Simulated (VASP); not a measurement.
A run of VASP 6.6.1 is set up as follows.

File INCAR:

```
SYSTEM = SiSn2
PREC = Accurate
ENCUT = 520
EDIFF = 1E-6
ISMEAR = -1
SIGMA = 0.1
LREAL = .FALSE.
LASPH = .TRUE.
NELM = 100
ALGO = Normal
ISIF = 2
LWAVE = .FALSE.
LCHARG = .FALSE.
GGA = PE
NBANDS = 41
```

File KPOINTS:

```
Automatic mesh
0
G
  7 7 5
  0 0 0
```

File POSCAR:

```
SiSn2
1.0
    2.5340896744      4.3891720671      0.0000000000
   -2.5340896744      4.3891720671      0.0000000000
    0.0000000000      0.0000000000      6.6490599167
Si Sn
2 4
Direct
    0.3333333333      0.3333333333      0.2163554575
    0.6666666667      0.6666666667      0.7163554575
    0.0000000000      0.0000000000      0.0822783532
    0.0000000000      0.0000000000      0.5822783532
    0.3333333333      0.3333333333      0.8013661893
    0.6666666667      0.6666666667      0.3013661893
```

Potentials or basis: VASP PAW PBE potentials, release 64 (Si, Sn_d).

Launch:

```bash
$ cat potpaw_PBE.64/Si/POTCAR potpaw_PBE.64/Sn_d/POTCAR > POTCAR
$ mpirun -np 1 vasp_std > vasp.out
```

**Question.** What does it give for the largest force?

**Answer.** 0.006 eV/Å.

**Question.** Predict the band gap on the k mesh.

**Answer.** Zero (band 32 reaches 8.58 eV, above the bottom of band 33 at 6.32 eV).

Forces on the atoms (eV/Å):
```
Si   0.000  0.000  0.000
Si   0.000  0.000  0.000
Sn   0.000  0.000  0.006
Sn   0.000  0.000  0.006
Sn   0.000  0.000 -0.006
Sn   0.000  0.000 -0.006
```

Caveat: spin-orbit coupling is left out, which moves the levels of the heavy elements.
